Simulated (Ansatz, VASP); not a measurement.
Two plane-wave programs on MgIn2N2

INCAR

```
ALGO = Normal
EDIFF = 1E-7
ENCUT = 520
GGA = PE
ISIF = 2
ISMEAR = 0
LASPH = True
LCHARG = False
LREAL = False
LWAVE = False
NBANDS = 27
NELM = 60
PREC = Accurate
SIGMA = 0.01
```

File KPOINTS:

```
k-points
0
Gamma
  8 8 8
```

Contents of POSCAR:

```
MgIn2N2
1.0
    1.6684746974      0.9632943157      7.7681070621
   -1.6684746974      0.9632943157      7.7681070621
    0.0000000000     -1.9265886313      7.7681070621
Mg In N
1 2 2
Direct
    0.0000000000      0.0000000000      0.0000000000
    0.4391377727      0.4391377727      0.4391377727
    0.5608622273      0.5608622273      0.5608622273
    0.2770880383      0.2770880383      0.2770880383
    0.7229119617      0.7229119617      0.7229119617
```

Input for Ansatz:

```yaml
crystal:
  lattice:
    - [1.6684746974, 0.9632943157, 7.7681070621]
    - [-1.6684746974, 0.9632943157, 7.7681070621]
    - [0.0, -1.9265886313, 7.7681070621]
  atoms:
    - { symbol: Mg, position: [0.0, 0.0, 0.0] }
    - { symbol: In, position: [0.4391377727, 0.4391377727, 0.4391377727] }
    - { symbol: In, position: [0.5608622273, 0.5608622273, 0.5608622273] }
    - { symbol: "N", position: [0.2770880383, 0.2770880383, 0.2770880383] }
    - { symbol: "N", position: [0.7229119617, 0.7229119617, 0.7229119617] }
kpoints:
  mp_grid: { grid: [8, 8, 8] }
hamiltonian:
  xc: pbe
scf:
  occupations: { method: fixed }
  n_extra_bands: 5
output:
  forces: true
  stress: true
  eigenvalues: true
```

Alike in both runs: task single point; functional PBE; k mesh 8 × 8 × 8; no spin polarisation.

|  | VASP | Ansatz |
| --- | --- | --- |
| version | VASP 6.6.1 | Ansatz 0.2.0 |
| potentials or method | VASP PAW PBE potentials, release 64 (Mg, In_d, N) | plane waves, PAW |
| plane-wave cutoff (eV) | 520 | 420 |
| occupations | gaussian, width 0.01 eV | fixed |
| valence electrons in the cell | 38 | 46 |

|  | VASP | Ansatz | Ansatz less VASP |
| --- | --- | --- | --- |
| gap on the k mesh at the Fermi level (eV) | 0.13 | 0.13 | +0.007 |
| pressure (GPa) | -0.1 | 0.0 | +0.08 |
| traceless stress, the component that is largest in VASP (GPa) | -0.06 | 0.00 | +0.065 |
| rms of the force components (eV/Å) | 0.013 | 0.001 | -0.0122 |

Atom by atom the forces differ by 0.013 eV/Å (rms over components). VASP's potentials hold 38 valence electrons a cell and Ansatz's 46, so a difference there can come from the potentials and not from the codes.
